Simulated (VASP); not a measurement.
CoO, 2 atoms in the cell. Symmetry: Fm-3m, No. 225, cubic system. Conventional cell: a = 4.263 Å, b = 4.263 Å, c = 4.263 Å, α = 90.00°, β = 90.00°, γ = 90.00°. Co (site symmetry m-3m) has 6 O at 2.13 Å within 2.8 Å. O (site symmetry m-3m) has 6 Co at 2.13 Å within 2.8 Å. 

| Property | Result |
| --- | --- |
| Program | VASP 6.6.1 |
| Task | single point |
| Functional | PBE |
| Potentials or basis | VASP PAW PBE potentials, release 64 (Co, O) |
| Cutoff | 520 eV |
| k mesh | 11 × 11 × 11 |
| Occupations | fermi-dirac, width 0.05 eV |
| Spin | no spin polarisation |
| Dipole correction | no |
| Further INCAR settings | ALGO = Normal; EDIFF = 1e-06; NBANDS = 14 |

Potentials or basis: VASP PAW PBE potentials, release 64 (Co, O).

The run is started by

```console
$ cat potpaw_PBE.64/Co/POTCAR potpaw_PBE.64/O/POTCAR > POTCAR
$ mpirun -np 1 vasp_std > vasp.out
```

Hardware: 1 thread of Intel Xeon 6975P-C, on a shared host.

**Question.** How long does it take, and how much memory?

**Answer.** It took 9 s on 1 thread of Intel Xeon 6975P-C, on a shared host, peak memory 0.14 GiB. Counts: scf iterations 14, k points 56.
